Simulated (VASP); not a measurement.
# TaMnN2 (P-4m2) in VASP: relaxation of cell and atoms with PBE

Aim: the relaxation of cell and atoms of TaMnN2 with PBE.

Program: VASP 6.6.1. These are calculated values, not measurements. Logs are shortened: lines on timing, memory, paths and dates and some standing lists are left out, and cuts for length are marked.

## (1) The cell of the first run

The structure is tetragonal, space group P-4m2 (No. 115). The conventional cell has a = 3.307 Å, b = 3.307 Å, c = 4.783 Å, α = 90.00°, β = 90.00°, γ = 90.00°. Ta (site symmetry -4m2) has 4 N at 1.97 Å within 2.6 Å. Mn (site symmetry -4m2) has 4 N at 2.12 Å within 2.8 Å. N (site symmetry 2mm) has 2 Ta at 1.97 Å and 2 Mn at 2.12 Å within 2.6 Å.

The cell was generated, and may not be a known phase.

## (2) Relaxation of cell and atoms, PBE, collinear spin, ferromagnetic start

File INCAR:

```
PREC     = Accurate       # precision mode
ENCUT    = 700            # plane-wave cutoff, eV
EDIFF    = 1E-7           # SCF threshold, eV
ISMEAR   = 0              # smearing method
SIGMA    = 0.1            # smearing width, eV
LREAL    = F              # projectors in reciprocal space
LASPH    = T              # aspherical terms in the spheres
NELM     = 200            # most SCF steps
ALGO     = Normal         # electronic algorithm
ISIF     = 3              # what is computed and relaxed
LWAVE    = F              # write WAVECAR
LCHARG   = F              # write CHGCAR
ISPIN    = 2              # spin polarisation
MAGMOM   = 0 4 0 0        # initial moments
LORBIT   = 11             # projections on sites
LMAXMIX  = 4              # l up to which the mixer works
GGA      = PE             # functional
IBRION   = 2              # ionic algorithm
NSW      = 90             # ionic steps
EDIFFG   = -0.04          # ionic threshold
GGA_COMPAT= F            
NELMIN   = 4
```

File KPOINTS:

```
Automatic mesh
0
Gamma
  6 6 4
```

File POSCAR:

```
TaMnN2
1.0
    3.3073259700      0.0000000000      0.0000000000
    0.0000000000      3.3073259700      0.0000000000
    0.0000000000      0.0000000000      4.7833304200
Ta Mn N
1 1 2
Direct
    0.0000000000      0.0000000000      0.5000000000
    0.5000000000      0.5000000000      0.0000000000
    0.5000000000      0.0000000000      0.2764209500
    0.0000000000      0.5000000000      0.7235790500
```

Potentials or basis: VASP PAW PBE potentials, release 64 (Ta_sv_GW, Mn_sv, N).

Run with:

```console
$ cat potpaw_PBE.64/Ta_sv_GW/POTCAR potpaw_PBE.64/Mn_sv/POTCAR potpaw_PBE.64/N/POTCAR > POTCAR
$ mpirun -np 1 vasp_std > vasp.out
```

OUTCAR:

```text
PREC = Accurate
   ENCUT = 700
   EDIFF = 1E-7
   ISMEAR = 0
   LREAL = F
   LASPH = T
   NELM = 200
   ISIF = 3
   ISPIN = 2
   LORBIT = 11
   GGA = PE
   IBRION = 2
   NSW = 90
   EDIFFG = -0.04
   NELMIN = 4

 ion  position               nearest neighbor table
   1  0.000  0.000  0.500-   3 1.97   4 1.97   4 1.97   3 1.97
   2  0.500  0.500  0.000-   3 2.12   4 2.12   3 2.12   4 2.12
   3  0.500  0.000  0.276-   1 1.97   1 1.97   2 2.12   2 2.12
   4  0.000  0.500  0.724-   1 1.97   1 1.97   2 2.12   2 2.12

  LATTYP: Found a simple tetragonal cell.
 ALAT       =     3.3073259700
 C/A-ratio  =     1.4462833308

  Lattice vectors:

 A1 = (   3.3073259700,   0.0000000000,   0.0000000000)
 A2 = (   0.0000000000,   3.3073259700,   0.0000000000)
 A3 = (   0.0000000000,   0.0000000000,   4.7833304200)

Analysis of symmetry for initial positions (statically):
=====================================================================
 Subroutine PRICEL returns:
 Original cell was already a primitive cell.

 Routine SETGRP: Setting up the symmetry group for a
 simple tetragonal supercell.

 Subroutine GETGRP returns: Found  8 space group operations
 (whereof  8 operations were pure point group operations)
 out of a pool of 16 trial point group operations.

The static configuration has the point symmetry D_2d.

Analysis of symmetry for dynamics (positions and initial velocities):
=====================================================================
 Subroutine PRICEL returns:
 Original cell was already a primitive cell.

 Routine SETGRP: Setting up the symmetry group for a
 simple tetragonal supercell.

 Subroutine GETGRP returns: Found  8 space group operations
 (whereof  8 operations were pure point group operations)
 out of a pool of 16 trial point group operations.

The dynamic configuration has the point symmetry D_2d.

Analysis of structural, dynamic, and magnetic symmetry:
=====================================================================
 Subroutine PRICEL returns:
 Original cell was already a primitive cell.

 Routine SETGRP: Setting up the symmetry group for a
 simple tetragonal supercell.

 Subroutine GETGRP returns: Found  8 space group operations
 (whereof  8 operations were pure point group operations)
 out of a pool of 16 trial point group operations.

The overall configuration has the point symmetry D_2d.

 Subroutine INISYM returns: Found  8 space group operations
 (whereof  8 operations are pure point group operations),
 and found     1 'primitive' translations

----------------------------------------------------------------------------------------

                                     Primitive cell

  volume of cell :      52.3220

  direct lattice vectors                    reciprocal lattice vectors
     3.307325970  0.000000000  0.000000000     0.302359069  0.000000000  0.000000000
     0.000000000  3.307325970  0.000000000     0.000000000  0.302359069  0.000000000
     0.000000000  0.000000000  4.783330420     0.000000000  0.000000000  0.209059361

  length of vectors
     3.307325970  3.307325970  4.783330420     0.302359069  0.302359069  0.209059361

  position of ions in fractional coordinates (direct lattice)
     0.000000000  0.000000000  0.500000000
     0.500000000  0.500000000  0.000000000
     0.500000000  0.000000000  0.276420950
     0.000000000  0.500000000  0.723579050

  ion indices of the primitive-cell ions
   primitive index   ion index
                 1           1
                 2           2
                 3           3
                 4           4

----------------------------------------------------------------------------------------

 KPOINTS: Automatic mesh

Automatic generation of k-mesh.
 Grid dimensions read from file:
 generate k-points for:    6    6    4

 Generating k-lattice:

  Cartesian coordinates                     Fractional coordinates (reciprocal lattice)
     0.050393178  0.000000000  0.000000000     0.166666667  0.000000000  0.000000000
     0.000000000  0.050393178  0.000000000     0.000000000  0.166666667  0.000000000
     0.000000000  0.000000000  0.052264840     0.000000000  0.000000000  0.250000000

  Length of vectors
     0.050393178  0.050393178  0.052264840

  Shift w.r.t. Gamma in fractional coordinates (k-lattice)
     0.000000000  0.000000000  0.000000000

 Subroutine IBZKPT returns following result:
 ===========================================

 Found     30 irreducible k-points:

 Following reciprocal coordinates:
            Coordinates               Weight
  0.000000  0.000000  0.000000      1.000000
  0.166667  0.000000  0.000000      4.000000
  0.333333  0.000000  0.000000      4.000000
  0.500000  0.000000  0.000000      2.000000
  0.166667  0.166667  0.000000      4.000000
  0.333333  0.166667  0.000000      8.000000
[... 16 lines left out ...]
  0.333333  0.000000  0.500000      4.000000
  0.500000  0.000000  0.500000      2.000000
 [... further k-points ...]
   k-points           NKPTS =     30   k-points in BZ     NKDIM =     30   number of bands    NBANDS=     25
   number of dos      NEDOS =    301   number of ions     NIONS =      4
   total plane-waves  NPLWV =  37800
   dimension x,y,z NGX =    30 NGY =   30 NGZ =   42
   dimension x,y,z NGXF=    60 NGYF=   60 NGZF=   84
   ions per type =               1   1   2
   NGX,Y,Z   is equivalent  to a cutoff of  15.08, 15.08, 14.60 a.u.
   NGXF,Y,Z  is equivalent  to a cutoff of  30.16, 30.16, 29.19 a.u.
 SYSTEM =  unknown system
   PREC   = accura    normal or accurate (medium, high low for compatibility)
   ISTART =      0    job   : 0-new  1-cont  2-samecut
   ICHARG =      2    charge: 1-file 2-atom 10-const
   ISPIN  =      2    spin polarized calculation?
   LNONCOLLINEAR =      F non collinear calculations
   LSORBIT =      F    spin-orbit coupling
   LASPH  =      T    aspherical Exc in radial PAW
   ENCUT  =  700.0 eV  51.45 Ry    7.17 a.u.   7.13  7.13 10.32*2*pi/ulx,y,z
   NELM   =    200;   NELMIN=  4; NELMDL= -5     # of ELM steps
   EDIFF  = 0.1E-06   stopping-criterion for ELM
   LREAL  =      F    real-space projection
   EDIFFG = -.4E-01   stopping-criterion for IOM
   NSW    =     90    number of steps for IOM
   IBRION =      2    ionic relax: 0-MD 1-quasi-New 2-CG
   NFREE  =      1    steps in history (QN), initial steepest desc. (CG)
   ISIF   =      3    stress and relaxation
   ISYM   =      2    0-nonsym 1-usesym 2-fastsym
   POTIM  = 0.5000    time-step for ionic-motion
   TEBEG  =    0.0;   TEEND  =   0.0 temperature during run
   PSTRESS=    0.0 pullay stress
   NELECT =      38.0000    total number of electrons
   NUPDOWN=      -1.0000    fix difference up-down
   EMIN   =  10.00;   EMAX   =-10.00  energy-range for DOS
   EFERMI =   0.00;   METHOD = LEGACY
   ISMEAR =     0;   SIGMA  =   0.10  broadening in eV -4-tet -1-fermi 0-gaus
   EFERMI_NEDOS =   21; number of points for ismear=-14 and -15
   IALGO  =     38    algorithm
   IMIX   =      4    mixing-type and parameters
     AMIX     =   0.40;   BMIX     =  1.00
     AMIX_MAG =   1.60;   BMIX_MAG =  1.00
  volume/ion in A,a.u.               =      13.08        88.27
  Fermi-wavevector in a.u.,A,eV,Ry     =   1.471548  2.780823 29.462802  2.165455
  Thomas-Fermi vector in A             =   2.586671
   LORBIT       =     11    0 simple, 1 ext, 2 COOP (PROOUT), +10 PAW based schemes
   GGA     = PE    functional components
   LHFCALC =     F    Hartree Fock is set to
   AEXX    =    0.0000 exact exchange contribution
   IVDW    =     0    specifies the selected vdW correction
   LEPSILON=     F    determine dielectric tensor
   LRPA    =     F    only Hartree local field effects (RPA)
 conjugate gradient relaxation of ions
 spin polarized calculation
 Gauss-broadening in eV      SIGMA  =   0.10
  energy-cutoff  :      700.00
  volume of cell :       52.32
 maximum number of plane-waves:      2224
 NGX is ok and might be reduce to    30
   NGX = 15   NGY = 15   NGZ = 21

--------------------------------------- Ionic step        1  -------------------------------------------

 number of electron      38.0000010 magnetization       3.9719413

 Free energy of the ion-electron system (eV)
  ---------------------------------------------------
  ext. energy  EPLUGINS =         0.00000000
  ---------------------------------------------------
  free energy    TOTEN  =       -42.54654491 eV

  energy without entropy =      -42.54434168  energy(sigma->0) =      -42.54544330

------------------------ aborting loop because EDIFF is reached ----------------------------------------

  FORCE on cell =-STRESS in cart. coord.  units (eV):
  Direction    XX          YY          ZZ          XY          YZ          ZX
  --------------------------------------------------------------------------------------
  -------------------------------------------------------------------------------------
  Total        0.8902220      0.8902220     -0.4392984      0.0000000     -0.0000000      0.0000000
  in kB       27.2599157     27.2599157    -13.4519692      0.0000000     -0.0000000      0.0000000
  external PRESSURE =      13.6892874 kB  Pullay stress =       0.0000000 kB
[... 251 lines left out ...]
  energy  without entropy=      -42.6312490386  energy(sigma->0) =      -42.63387307

--------------------------------------- Ionic step        8  -------------------------------------------

 number of electron      38.0000015 magnetization       3.7777429

 Free energy of the ion-electron system (eV)
  ---------------------------------------------------
  ext. energy  EPLUGINS =         0.00000000
  ---------------------------------------------------
  free energy    TOTEN  =       -42.63697211 eV

  energy without entropy =      -42.63177831  energy(sigma->0) =      -42.63437521

 E-fermi :   8.9403     XC(G=0): -11.8019

 val. band max:        8.9308972010   @ k =   0.5000   0.1667   0.5000
 cond. band min:       9.0124422679   @ k =   0.1667   0.1667   0.5000
 fundamental gap:      0.0815450669
 Fermi energy:         8.9403291278

 spin component 1

 k-point     1 :       0.0000    0.0000    0.0000
  band No.  band energies     occupation
      1     -72.2655      1.00000
      2     -60.0558      1.00000
      3     -41.0722      1.00000
      4     -40.9844      1.00000
      5     -40.9844      1.00000
      6     -26.6287      1.00000
[... 661 lines left out ...]
     24      11.7197      0.00000
     25      13.4111      0.00000

 [... further k-points ...]

 spin component 2

 k-point     1 :       0.0000    0.0000    0.0000
  band No.  band energies     occupation
      1     -68.3373      1.00000
      2     -60.0418      1.00000
      3     -37.1963      1.00000
      4     -37.1529      1.00000
      5     -37.1529      1.00000
      6     -26.6470      1.00000
[... 694 lines left out ...]
  FREE ENERGIE OF THE ION-ELECTRON SYSTEM (eV)
  ---------------------------------------------------
  free  energy   TOTEN  =       -42.6369721080 eV

  energy  without entropy=      -42.6317783095  energy(sigma->0) =      -42.63437521

 reached required accuracy - stopping structural energy minimisation

 total charge

# of ion       s       p       d       f       tot
--------------------------------------------------
    1        3.235   6.062   2.334   0.126  11.757
    2        2.152   6.047   4.670   0.000  12.869
    3        1.248   2.485   0.000   0.000   3.733
    4        1.248   2.485   0.000   0.000   3.733
--------------------------------------------------
tot          7.882  17.080   7.005   0.126  32.093

 magnetization (x)

# of ion       s       p       d       f       tot
--------------------------------------------------
    1        0.011  -0.004   0.039   0.006   0.052
    2        0.019   0.019   3.384   0.000   3.422
    3        0.002   0.023   0.000   0.000   0.026
    4        0.002   0.023   0.000   0.000   0.026
--------------------------------------------------
tot          0.035   0.062   3.422   0.006   3.525
```

Wall time 9.5 min (1 thread of AMD EPYC 9R45 (Zen 5), shared host); peak memory 0.27 GiB.

What came out:

| Quantity | Value |
| --- | --- |
| Free energy | -42.6370 eV |
| Relaxed volume | 12.72 Å³/atom |
| Relaxed cell | a = 3.320 Å, b = 3.320 Å, c = 4.614 Å, α = 90.00°, β = 90.00°, γ = 90.00° |
| Space group after relaxing (to 0.1 Å) | P-4m2 (No. 115) |
| Energy gained by relaxing | 22.6 meV/atom |
| Ionic steps | 8 |
| Pressure after relaxing | 0.1 GPa |
| Largest force after relaxing | 0.027 eV/Å |
| Net moment | 3.78 μB per cell |
| Site moments | Ta +0.05; Mn +3.42; N +0.03 μB |
| Valence electrons inside the program's atomic spheres | Ta 11.76; Mn 12.87; N 3.73 |

Forces in eV/Å, atoms in the order of the input:
```
Ta   0.000  0.000  0.000
Mn   0.000  0.000  0.000
N    0.000  0.000  0.027
N    0.000  0.000 -0.027
```

Stress tensor (GPa, compression positive):
```
 0.16  0.00  0.00
 0.00  0.16  0.00
 0.00  0.00 -0.13
```

Step by step:
```
step  energy change (eV)  largest force (eV/Å)  pressure (GPa)  volume (Å³)
   1              0.0000                1.0758            1.37        52.32
   2             -0.0481                0.0755           -5.51        53.17
   3             -0.0513                0.1441           -4.14        52.99
   4             -0.0882                0.0775            0.48        50.95
   5             -0.0884                0.0706            0.83        50.81
   6             -0.0897                0.1103           -0.36        50.90
   7             -0.0900                0.0611           -0.03        50.88
   8             -0.0904                0.0275            0.06        50.87
```

Final structure:
```
Ta Mn N
1.0
     3.32021    0.00000    0.00000
     0.00000    3.32021    0.00000
     0.00000    0.00000    4.61446
Ta Mn N
1 1 2
Direct
  0.00000 0.00000 0.50000
  0.50000 0.50000 0.00000
  0.50000 0.00000 0.25900
  0.00000 0.50000 0.74100
```

Levels at points of the mesh, in eV from the Fermi level:
Spin up:
```
           k point  band 17  band 18  band 19  band 20  band 21  band 22  band 23  band 24  band 25
(0.00, 0.00, 0.00)    -2.45    -2.23    -2.12    -0.25    -0.25     0.47     1.74     1.97     3.54
(0.50, 0.00, 0.00)    -2.26    -2.11    -1.44    -1.12    -0.77     1.72     2.57     3.01     3.32
(0.50, 0.50, 0.00)    -2.55    -2.55    -1.89    -1.48    -1.09     0.91     0.91     2.06     2.17
(0.00, 0.00, 0.50)    -2.78    -2.20    -1.87     0.54     0.54     1.67     2.51     3.32     3.66
(0.50, 0.00, 0.50)    -2.14    -1.87    -1.46    -0.56    -0.51     1.50     2.20     2.78     4.47
(0.50, 0.50, 0.50)    -2.71    -2.71    -1.93    -1.80    -1.55     1.37     1.37     2.30     3.49
```
Spin down:
```csv
k point,band 14,band 15,band 16,band 17,band 18,band 19,band 20,band 21
"(0.00, 0.00, 0.00)",-5.52,-3.67,-3.67,-0.98,0.58,1.18,1.30,2.10
"(0.50, 0.00, 0.00)",-4.99,-4.55,-4.43,0.42,0.49,0.81,0.94,1.61
"(0.50, 0.50, 0.00)",-3.76,-3.72,-3.72,-1.32,-1.32,1.57,1.88,1.89
"(0.00, 0.00, 0.50)",-5.45,-4.00,-4.00,-0.55,0.18,1.59,1.82,3.00
"(0.50, 0.00, 0.50)",-5.16,-4.69,-4.18,0.96,1.32,1.52,1.60,1.61
"(0.50, 0.50, 0.50)",-4.78,-3.65,-3.65,-1.43,-1.43,0.71,0.84,1.90
```

Caveat: spin-orbit coupling is left out, which moves the levels of the heavy elements; a cell with one magnetic atom can't hold antiferromagnetic order, which such compounds often take. With open d or f shells a metallic result of PBE can be an artefact of self-interaction; +U or a hybrid may open a gap.
